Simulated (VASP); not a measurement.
Write the native input for VASP 6.6.1 that does the following.

```yaml
Task: relaxation of cell and atoms
Functional: PBE
Potentials_or_basis: VASP PAW PBE potentials, release 64 (Nb_sv, Pd, Se)
Cutoff: 600 eV
k_mesh: 6 × 6 × 2
Occupations: gaussian, width 0.1 eV
Spin: no spin polarisation
Dipole_correction: no
Further_INCAR_settings: ALGO = Normal; EDIFF = 1e-06; IBRION = 2; EDIFFG = -0.04; NSW = 90; ISIF = 3
```

The structure of NbPdSe4 lies in POSCAR:

```
NbPdSe4
1.0
    3.2538270300      0.0000000000      0.0000000000
    0.0000000000      3.2538270300      0.0000000000
    0.0000000000      0.0000000000     12.2614334100
Nb Pd Se
1 1 4
Direct
    0.0000000000      0.0000000000      0.5000000000
    0.0000000000      0.0000000000      0.0000000000
    0.5000000000      0.5000000000      0.3645260000
    0.5000000000      0.5000000000      0.8643389900
    0.5000000000      0.5000000000      0.1356610100
    0.5000000000      0.5000000000      0.6354740000
```

The cell was generated, and may not be a known phase.

The input as run:

INCAR

```
PREC     = Accurate       # precision mode
ENCUT    = 600            # plane-wave cutoff, eV
EDIFF    = 1E-6           # SCF threshold, eV
ISMEAR   = 0              # smearing method
SIGMA    = 0.1            # smearing width, eV
LREAL    = False          # projectors in reciprocal space
LASPH    = True           # aspherical terms in the spheres
NELM     = 60             # most SCF steps
ALGO     = Normal         # electronic algorithm
ISIF     = 3              # what is computed and relaxed
LWAVE    = False          # write WAVECAR
LCHARG   = False          # write CHGCAR
GGA      = PE             # functional
IBRION   = 2              # ionic algorithm
NSW      = 90             # ionic steps
EDIFFG   = -0.04          # ionic threshold
```

KPOINTS

```
regular mesh
0
Gamma
  6 6 2
```

Potentials or basis: VASP PAW PBE potentials, release 64 (Nb_sv, Pd, Se).

The run is started by

```console
$ cat potpaw_PBE.64/Nb_sv/POTCAR potpaw_PBE.64/Pd/POTCAR potpaw_PBE.64/Se/POTCAR > POTCAR
$ mpirun -np 1 vasp_std > vasp.out
```

It gave:

```
Relaxed volume                        : 23.01 Å³/atom
Relaxed cell                          : a = 3.121 Å, b = 3.121 Å, c = 14.174 Å, α = 90.00°, β = 90.00°, γ = 90.00°
Space group after relaxing (to 0.1 Å) : P4/mmm (No. 123)
Energy gained by relaxing             : 77.2 meV/atom
Ionic steps                           : 20
Pressure after relaxing               : 0.1 GPa
Largest force after relaxing          : 0.020 eV/Å
Band gap on the k mesh                : zero (an odd number of electrons rules out a gap without spin polarisation)
```

Caveat: a cell axis changed by over 15 % at a fixed basis, so the end point is rough; this functional lacks dispersion, which binds layers or chains, so the pressure and a relaxed spacing across them are unreliable.

Run time: 14 min on 1 thread of Intel(R) Xeon(R) 6975P-C (Granite Rapids), with other jobs on the host, peak memory 0.33 GiB.
